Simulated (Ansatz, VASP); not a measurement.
## One calculation of CaS, two programs

POSCAR

```
CaS
1.0
    0.0000000000      2.8430000000      2.8430000000
    2.8430000000      0.0000000000      2.8430000000
    2.8430000000      2.8430000000      0.0000000000
Ca S
1 1
Direct
    0.0000000000      0.0000000000      0.0000000000
    0.5000000000      0.5000000000      0.5000000000
```

File INCAR.step1:

```
SYSTEM = CaS
ALGO     = Normal         ! electronic algorithm
EDIFF    = 1E-5           ! SCF threshold, eV
ENCUT    = 550            ! plane-wave cutoff, eV
GGA      = PE             ! functional
GGA_COMPAT= .False.      
ISMEAR   = 0              ! smearing method
LASPH    = .True.         ! aspherical terms in the spheres
LCHARG   = .False.        ! write CHGCAR
LREAL    = .False.        ! projectors in reciprocal space
LWAVE    = .True.         ! write WAVECAR
NBANDS   = 15             ! bands
NELM     = 120            ! most SCF steps
PREC     = Accurate       ! precision mode
SIGMA    = 0.1            ! smearing width, eV
```

The input INCAR.step2:

```
SYSTEM = CaS
ALGO     = Normal         ! electronic algorithm
EDIFF    = 1E-6           ! SCF threshold, eV
ENCUT    = 550            ! plane-wave cutoff, eV
GGA_COMPAT= .False.      
ISIF     = 2              ! what is computed and relaxed
ISMEAR   = 0              ! smearing method
ISTART   = 1            
LASPH    = .True.         ! aspherical terms in the spheres
LCHARG   = .False.        ! write CHGCAR
LMIXTAU  = .True.       
LREAL    = .False.        ! projectors in reciprocal space
LWAVE    = .False.        ! write WAVECAR
METAGGA  = R2SCAN         ! meta-GGA
NBANDS   = 15             ! bands
NELM     = 120            ! most SCF steps
PREC     = Accurate       ! precision mode
SIGMA    = 0.1            ! smearing width, eV
```

KPOINTS

```
k-points
0
Gamma
  6 6 6
  0 0 0
```

Input for Ansatz:

```yaml
crystal:
  lattice:
    - [0.0, 2.843, 2.843]
    - [2.843, 0.0, 2.843]
    - [2.843, 2.843, 0.0]
  atoms:
    - { symbol: Ca, position: [0.0, 0.0, 0.0] }
    - { symbol: S, position: [0.5, 0.5, 0.5] }
basis:
  ecutwfc: 500
kpoints:
  mp_grid: { grid: [6, 6, 6] }
hamiltonian:
  xc: r2scan
scf:
  occupations: { method: gaussian, width: 0.1 }
output:
  forces: true
  stress: true
  eigenvalues: true
```

Alike in both runs: task single point; functional r2SCAN; k mesh 6 × 6 × 6; occupations gaussian, width 0.1 eV; no spin polarisation.

|  | VASP | Ansatz |
| --- | --- | --- |
| version | VASP 6.6.1 | Ansatz 0.2.0 |
| potentials or method | VASP PAW PBE potentials, release 64 (Ca_sv, S), cutoff 550 eV | scalar-relativistic, plane waves, PAW |
| valence electrons in the cell | 16 | 16 |

|  | VASP | Ansatz | Ansatz less VASP |
| --- | --- | --- | --- |
| gap on the k mesh at the Fermi level (eV) | 2.79 | 2.79 | -0.003 |
| least direct gap on the mesh (eV) | 3.62 | 3.62 | 0.000 |
| pressure (GPa) | 0.6 | 0.3 | -0.31 |

VASP's potentials were made for PBE, not for r2SCAN. The functional is the same, so the differences come from potentials, cutoffs and numerics.
